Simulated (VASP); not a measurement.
# Ni (Fm-3m) in VASP: notebook, part 2 of 2

VASP 6.6.1.

### 5 Single point, HF, collinear spin, ferromagnetic start

The input, POSCAR:

```
Ni
1.0
    0.0000000000      1.7375729330      1.7375729330
    1.7375729330      0.0000000000      1.7375729330
    1.7375729330      1.7375729330      0.0000000000
Ni
1
Direct
    0.0000000000      0.0000000000      0.0000000000
```

The input, INCAR.step1:

```
PREC = Accurate ; ENCUT = 520
EDIFF = 1E-5 ; ISMEAR = -1
SIGMA = 0.05 ; LREAL = F
LASPH = T ; NELM = 150
ALGO = Normal ; ISIF = 2
LWAVE = T ; LCHARG = F
ISPIN = 2 ; MAGMOM = 1
LORBIT = 11 ; LMAXMIX = 4
GGA = PE ; NBANDS = 15
```

The input, INCAR.step2:

```
PREC = Accurate ; ENCUT = 520
EDIFF = 1E-7 ; ISMEAR = -1
SIGMA = 0.05 ; LREAL = F
LASPH = T ; NELM = 150
ALGO = Normal ; ISIF = 2
LWAVE = F ; LCHARG = F
ISPIN = 2 ; MAGMOM = 1
LORBIT = 11 ; LMAXMIX = 4
GGA = PE ; LHFCALC = T
AEXX = 1.0 ; ALDAC = 0.0
AGGAC = 0.0 ; PRECFOCK = Normal
ISTART = 1 ; NBANDS = 15
```

The input, KPOINTS:

```
Automatic mesh
0
Gamma
  7 7 7
```

Potentials or basis: VASP PAW PBE potentials, release 64 (Ni).

Launch:

```sh
> cat potpaw_PBE.64/Ni/POTCAR > POTCAR
> cp INCAR.step1 INCAR
> mpirun -np 1 vasp_std > vasp.out
> cp INCAR.step2 INCAR
> mpirun -np 1 vasp_std > vasp.out
```

OUTCAR:

```text
PREC = Accurate
   ENCUT = 520
   EDIFF = 1E-7
   ISMEAR = -1
   LREAL = F
   LASPH = T
   NELM = 150
   ISIF = 2
   ISPIN = 2
   LORBIT = 11
   GGA = PE
   LHFCALC = T
   AEXX = 1.0
   PRECFOCK = Normal
   ISTART = 1

 ion  position               nearest neighbor table
   1  0.000  0.000  0.000-

  LATTYP: Found a face centered cubic cell.
 ALAT       =     3.4751458660

  Lattice vectors:

 A1 = (   0.0000000000,   1.7375729330,   1.7375729330)
 A2 = (   1.7375729330,   0.0000000000,   1.7375729330)
 A3 = (   1.7375729330,   1.7375729330,   0.0000000000)

Analysis of symmetry for initial positions (statically):
=====================================================================
 Subroutine PRICEL returns:
 Original cell was already a primitive cell.

 Routine SETGRP: Setting up the symmetry group for a
 face centered cubic supercell.

 Subroutine GETGRP returns: Found 48 space group operations
 (whereof 48 operations were pure point group operations)
 out of a pool of 48 trial point group operations.

The static configuration has the point symmetry O_h .
[... 562 lines left out ...]
     11      51.7638      0.00000
     12      51.7638      0.00000
     13      51.7638      0.00000
     14      51.9086      0.00000
[... 329 lines left out ...]
      2       0.3544      1.00000
      3       4.8345      1.00000
      4       6.1819      1.00000
      5      18.6914      0.00000
      6      22.9145      0.00000
      7      24.7119      0.00000
      8      26.7215      0.00000
      9      30.7663      0.00000
     10      45.7580      0.00000
     11      52.4012      0.00000
     12      53.9981      0.00000
     13      59.6012      0.00000
     14      64.1966      0.00000
     15      69.6858      0.00000

------------------------ aborting loop because EDIFF is reached ----------------------------------------

  FORCE on cell =-STRESS in cart. coord.  units (eV):
  Direction    XX          YY          ZZ          XY          YZ          ZX
  --------------------------------------------------------------------------------------
  -------------------------------------------------------------------------------------
  Total        2.2965348      2.2965348      2.2965348     -0.0000000      0.0000000     -0.0000000
  in kB      350.6908914    350.6908914    350.6908914     -0.0000000      0.0000000     -0.0000000
  external PRESSURE =     350.6908914 kB  Pullay stress =       0.0000000 kB

 VOLUME and BASIS-vectors are now :
 -----------------------------------------------------------------------------
  energy-cutoff  :      520.00
  volume of cell :       10.49
      direct lattice vectors                 reciprocal lattice vectors
     0.000000000  1.737572933  1.737572933    -0.287757705  0.287757705  0.287757705
     1.737572933  0.000000000  1.737572933     0.287757705 -0.287757705  0.287757705
     1.737572933  1.737572933  0.000000000     0.287757705  0.287757705 -0.287757705

 POSITION                                       TOTAL-FORCE (eV/Angst)
 -----------------------------------------------------------------------------------
      0.00000      0.00000      0.00000         0.000000      0.000000      0.000000
 -----------------------------------------------------------------------------------
    total drift:                               -0.000000     -0.000000      0.000000

  FREE ENERGIE OF THE ION-ELECTRON SYSTEM (eV)
  ---------------------------------------------------
  free  energy   TOTEN  =       -11.7818261276 eV

  energy  without entropy=      -11.7802498154  energy(sigma->0) =      -11.78103797

 total charge

# of ion       s       p       d       tot
------------------------------------------
    1        0.553   0.644   8.305   9.502

 magnetization (x)

# of ion       s       p       d       tot
------------------------------------------
    1       -0.063  -0.280   1.387   1.044
```

Wall time 51 min (1 thread of Intel Xeon Platinum 8375C at 2.90GHz (Ice Lake), shared host); peak memory 0.13 GiB.

Results:

- Free energy: -11.7818 eV
- Pressure: 35.1 GPa
- Net moment: 0.99 μB per cell
- Site moments: Ni +1.04 μB
- Valence electrons inside the program's atomic spheres: Ni 9.50

Caveat: the k points lie up to 0.45 Å⁻¹ apart; the PAW data sets were made with another functional, which shifts forces and pressure a little.

### 6 Single point, HSE06, collinear spin, ferromagnetic start

POSCAR is that of step 5.

The input, INCAR.step1:

```
ALGO = Normal
EDIFF = 1E-5
ENCUT = 520
GGA = PE
ISIF = 2
ISMEAR = -1
ISPIN = 2
LASPH = True
LCHARG = False
LMAXMIX = 4
LORBIT = 11
LREAL = False
LWAVE = True
MAGMOM = 1
NBANDS = 15
NELM = 150
PREC = Accurate
SIGMA = 0.05
```

The input, INCAR.step2:

```
ALGO = Normal
EDIFF = 1E-6
ENCUT = 520
GGA = PE
HFSCREEN = 0.2079
ISIF = 2
ISMEAR = -1
ISPIN = 2
ISTART = 1
LASPH = True
LCHARG = False
LHFCALC = True
LMAXMIX = 4
LORBIT = 11
LREAL = False
LWAVE = False
MAGMOM = 1
NBANDS = 15
NELM = 150
PREC = Accurate
PRECFOCK = Normal
SIGMA = 0.05
```

The input, KPOINTS:

```
k-points
0
Gamma
  8 8 8
```

Potentials or basis: VASP PAW PBE potentials, release 64 (Ni).

Launch:

```sh
> cat potpaw_PBE.64/Ni/POTCAR > POTCAR
> cp INCAR.step1 INCAR
> mpirun -np 1 vasp_std > vasp.out
> cp INCAR.step2 INCAR
> mpirun -np 1 vasp_std > vasp.out
```

OUTCAR:

```text
EDIFF = 1E-6
   ENCUT = 520
   GGA = PE
   HFSCREEN = 0.2079
   ISIF = 2
   ISMEAR = -1
   ISPIN = 2
   ISTART = 1
   LASPH = True
   LHFCALC = True
   LORBIT = 11
   LREAL = False
   NELM = 150
   PREC = Accurate
   PRECFOCK = Normal

 ion  position               nearest neighbor table
   1  0.000  0.000  0.000-

  LATTYP: Found a face centered cubic cell.
 ALAT       =     3.4751458660

  Lattice vectors:

 A1 = (   0.0000000000,   1.7375729330,   1.7375729330)
 A2 = (   1.7375729330,   0.0000000000,   1.7375729330)
 A3 = (   1.7375729330,   1.7375729330,   0.0000000000)

Analysis of symmetry for initial positions (statically):
=====================================================================
 Subroutine PRICEL returns:
 Original cell was already a primitive cell.

 Routine SETGRP: Setting up the symmetry group for a
 face centered cubic supercell.

 Subroutine GETGRP returns: Found 48 space group operations
 (whereof 48 operations were pure point group operations)
 out of a pool of 48 trial point group operations.

The static configuration has the point symmetry O_h .

Analysis of symmetry for dynamics (positions and initial velocities):
=====================================================================
 Subroutine PRICEL returns:
 Original cell was already a primitive cell.

 Routine SETGRP: Setting up the symmetry group for a
 face centered cubic supercell.

 Subroutine GETGRP returns: Found 48 space group operations
 (whereof 48 operations were pure point group operations)
 out of a pool of 48 trial point group operations.

The dynamic configuration has the point symmetry O_h .

Analysis of structural, dynamic, and magnetic symmetry:
=====================================================================
 Subroutine PRICEL returns:
 Original cell was already a primitive cell.

 Routine SETGRP: Setting up the symmetry group for a
 face centered cubic supercell.

 Subroutine GETGRP returns: Found 48 space group operations
 (whereof 48 operations were pure point group operations)
 out of a pool of 48 trial point group operations.

[... 168 lines left out ...]
      5       6.6507      1.00000
      6       6.6507      1.00000
      7      35.1999      0.00000
      8      39.5155      0.00000
      9      39.5155      0.00000
     10      39.5155      0.00000
     11      42.6619      0.00000
     12      42.6619      0.00000
     13      42.6619      0.00000
     14      45.2938      0.00000
[... 403 lines left out ...]
      4       6.0555      1.00000
      5       7.2760      1.00000
      6      13.4625      0.00000
      7      16.7861      0.00000
      8      27.3222      0.00000
      9      28.5667      0.00000
     10      37.5753      0.00000
     11      41.9531      0.00000
     12      49.4255      0.00000
     13      52.2049      0.00000
     14      53.1452      0.00000
     15      54.9941      0.00000

 [... further k-points ...]

 spin component 2

 k-point     1 :       0.0000    0.0000    0.0000
  band No.  band energies     occupation
      1      -0.9320      1.00000
      2       7.4926      1.00000
      3       7.4927      1.00000
      4       7.5884      1.00000
      5       7.5885      1.00000
      6       7.5885      1.00000
      7      34.5535      0.00000
      8      39.2644      0.00000
      9      39.2644      0.00000
     10      39.2644      0.00000
     11      42.8793      0.00000
     12      42.8793      0.00000
     13      42.8793      0.00000
     14      44.9875      0.00000
[... 403 lines left out ...]
      4       7.3441      1.00000
      5      10.1933      0.00080
      6      13.8915      0.00000
      7      17.5954      0.00000
      8      27.2767      0.00000
      9      28.4911      0.00000
     10      37.3571      0.00000
     11      41.8731      0.00000
     12      49.1972      0.00000
     13      52.1594      0.00000
     14      53.0642      0.00000
     15      54.9698      0.00000

 [... further k-points ...]

------------------------ aborting loop because EDIFF is reached ----------------------------------------

  FORCE on cell =-STRESS in cart. coord.  units (eV):
  Direction    XX          YY          ZZ          XY          YZ          ZX
  --------------------------------------------------------------------------------------
  -------------------------------------------------------------------------------------
  Total        0.2663935      0.2663935      0.2663935      0.0000000      0.0000000      0.0000000
  in kB       40.6794560     40.6794560     40.6794560      0.0000000      0.0000000      0.0000000
  external PRESSURE =      40.6794560 kB  Pullay stress =       0.0000000 kB

 VOLUME and BASIS-vectors are now :
 -----------------------------------------------------------------------------
  energy-cutoff  :      520.00
  volume of cell :       10.49
      direct lattice vectors                 reciprocal lattice vectors
     0.000000000  1.737572933  1.737572933    -0.287757705  0.287757705  0.287757705
     1.737572933  0.000000000  1.737572933     0.287757705 -0.287757705  0.287757705
     1.737572933  1.737572933  0.000000000     0.287757705  0.287757705 -0.287757705

 POSITION                                       TOTAL-FORCE (eV/Angst)
 -----------------------------------------------------------------------------------
      0.00000      0.00000      0.00000        -0.000000      0.000000     -0.000000
 -----------------------------------------------------------------------------------
    total drift:                               -0.000002      0.000003     -0.000003

  FREE ENERGIE OF THE ION-ELECTRON SYSTEM (eV)
  ---------------------------------------------------
  free  energy   TOTEN  =        -6.3257879322 eV

  energy  without entropy=       -6.3161646272  energy(sigma->0) =       -6.32097628

 total charge

# of ion       s       p       d       tot
------------------------------------------
    1        0.507   0.517   8.401   9.424

 magnetization (x)

# of ion       s       p       d       tot
------------------------------------------
    1       -0.029  -0.089   0.849   0.731
```

Wall time 65 min (1 thread of Intel Xeon Platinum 8259CL at 2.50GHz (Skylake/Cascade Lake), shared host); peak memory 0.24 GiB.

What came out:

```yaml
Free_energy: -6.3258 eV
Pressure: 4.1 GPa
Net_moment: 0.70 μB per cell
Site_moments: Ni +0.73 μB
Valence_electrons_inside_the_program's_atomic_spheres: Ni 9.42
```

Levels at points of the mesh, in eV from the Fermi level:
Spin up:
| k point | band 1 | band 2 | band 3 | band 4 | band 5 | band 6 | band 7 | band 8 | band 9 | band 10 |
| --- | --- | --- | --- | --- | --- | --- | --- | --- | --- | --- |
| (0.00, 0.00, 0.00) | -10.28 | -4.63 | -4.63 | -4.63 | -3.19 | -3.19 | 25.36 | 29.68 | 29.68 | 29.68 |
| (0.50, 0.00, 0.00) | -6.87 | -4.52 | -4.52 | -2.41 | -2.41 | -0.26 | 6.44 | 23.70 | 26.90 | 26.90 |
| (0.50, 0.50, 0.00) | -6.74 | -6.50 | -2.37 | -2.37 | -2.36 | 2.97 | 10.38 | 16.40 | 16.40 | 21.49 |
Spin down:
| k point | band 1 | band 2 | band 3 | band 4 | band 5 | band 6 | band 7 | band 8 | band 9 | band 10 |
| --- | --- | --- | --- | --- | --- | --- | --- | --- | --- | --- |
| (0.00, 0.00, 0.00) | -10.77 | -2.34 | -2.34 | -2.25 | -2.25 | -2.25 | 24.72 | 29.43 | 29.43 | 29.43 |
| (0.50, 0.00, 0.00) | -5.61 | -3.30 | -3.30 | -0.86 | 0.15 | 0.15 | 7.51 | 23.23 | 26.78 | 26.78 |
| (0.50, 0.50, 0.00) | -6.33 | -4.65 | -1.44 | 1.05 | 1.05 | 2.32 | 10.55 | 16.13 | 16.13 | 21.92 |

Caveat: the k points lie up to 0.39 Å⁻¹ apart; the PAW data sets were made with another functional, which shifts forces and pressure a little.

### 7 Summary

| level | spin | cell | k mesh | smearing | grid for exact exchange (PRECFOCK) | share of exact exchange | screening parameter | gap on the mesh (eV) | pressure (GPa) | moment (μB) |
| --- | --- | --- | --- | --- | --- | --- | --- | --- | --- | --- |
| revPBE | non-collinear, typed start | a = 2.457 Å, angles 60.0°, 1 atom | 16 × 16 × 16 | gaussian 0.025 eV | - | - | - | none | 12.0 | 0.59 |
| PBE0 | collinear, ferromagnetic start | a = 2.490 Å, angles 60.0°, 1 atom | 8 × 8 × 8 | fermi-dirac 0.05 eV | Normal | 0.25 | - | none | -4.7 | 0.70 |
| PBEsol-based global hybrid with 25 % exact exchange | collinear, ferromagnetic start | a = 2.457 Å, angles 60.0°, 1 atom | 7 × 7 × 7 | fermi-dirac 0.05 eV | Normal | 0.25 | - | none | -2.6 | 0.85 |
| HF | collinear, ferromagnetic start | a = 2.457 Å, angles 60.0°, 1 atom | 7 × 7 × 7 | fermi-dirac 0.05 eV | Normal | 1 | - | none | 35.1 | 0.99 |
| HSE06 | collinear, ferromagnetic start | a = 2.457 Å, angles 60.0°, 1 atom | 8 × 8 × 8 | fermi-dirac 0.05 eV | Normal | 0.25 | 0.2079 1/Å | none | 4.1 | 0.70 |

Alike in all rows: task single point; potentials or basis VASP PAW PBE potentials, release 64 (Ni); cutoff (eV) 520.

Caveats: some runs use coarse meshes; the PAW data sets were made with another functional, which shifts forces and pressure a little; the cell stands under pressure (at least some runs).

Absolute energies hang on the potentials; compare differences alone.
